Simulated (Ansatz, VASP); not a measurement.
# V in VASP and in Ansatz

```xyz
2
Lattice="2.6386 0.0000 0.0000 -1.3193 2.2851 0.0000 0.0000 0.0000 4.7855" Properties=species:S:1:pos:R:3 pbc="T T T"
V     0.0000    1.5234    1.1964
V     1.3193    0.7617    3.5891
```

Alike in both runs: task single point; functional r2SCAN; k mesh 12 × 12 × 6; occupations fermi-dirac, width 0.05 eV; collinear spin.

|  | VASP | Ansatz |
| --- | --- | --- |
| version | VASP 6.6.1 | Ansatz 0.2.0 |
| potentials or method | VASP PAW PBE potentials, release 64 (V_sv) | Ansatz PAW |
| plane-wave cutoff (eV) | 520 | 500 |
| valence electrons in the cell | 26 | 26 |

```tsv
	VASP	Ansatz	Ansatz less VASP
gap on the k mesh at the Fermi level (eV)	none	none	-
pressure (GPa)	-8.9	-8.5	+0.37
traceless stress, the component that is largest in VASP (GPa)	-0.87	-1.33	-0.462
net moment per atom (μB)	0.00	0.37	+0.368
size of the moment on the site where the two differ most (μB)	0.00	0.31	+0.309
```

The net moments are unlike, so the other rows may belong to different states. VASP's potentials were made for PBE, not for r2SCAN. Site moments also hang on the region over which each program counts them. A gap of «none» marks a metal or a gap that the smearing closes.

Noted on Ansatz's run: the magnetic or orbital state may not be the lowest.
